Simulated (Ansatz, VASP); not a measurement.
# One calculation of Si, two programs

```
Si
1.0
     3.79183    0.00000    0.00000
     0.00000    3.79183    0.00000
     0.00000    0.00000    3.46306
Si
3
Cartesian
  0.0000 1.8959 0.9879
  1.8959 0.0000 0.9879
  0.0000 0.0000 2.7208
```

Alike in both runs: functional PBE; k mesh 4 × 4 × 4; occupations gaussian, width 0.1 eV; no spin polarisation.

Ansatz relaxed the structure, and its values are those at the end. VASP's run is a single point on that final structure, the one shown.

```csv
,VASP,Ansatz
version,VASP 6.6.1,Ansatz 0.2.0
potentials or method,"VASP PAW PBE potentials, release 64 (Si), cutoff 520 eV","scalar-relativistic, plane waves, PAW"
valence electrons in the cell,12,12
```

Ansatz gave:

| Quantity | Value |
| --- | --- |
| gap on the k mesh at the Fermi level (eV) | none |
| pressure (GPa) | 0.0 |
| rms of the force components (eV/Å) | 0.004 |

Q: Estimate VASP's values.

A: gap on the k mesh at the Fermi level (eV): none; pressure (GPa): -0.1; rms of the force components (eV/Å): 0.004.

A gap of «none» marks a metal or a gap that the smearing closes.

The k mesh is coarse, so the values compare programs but aren't converged.
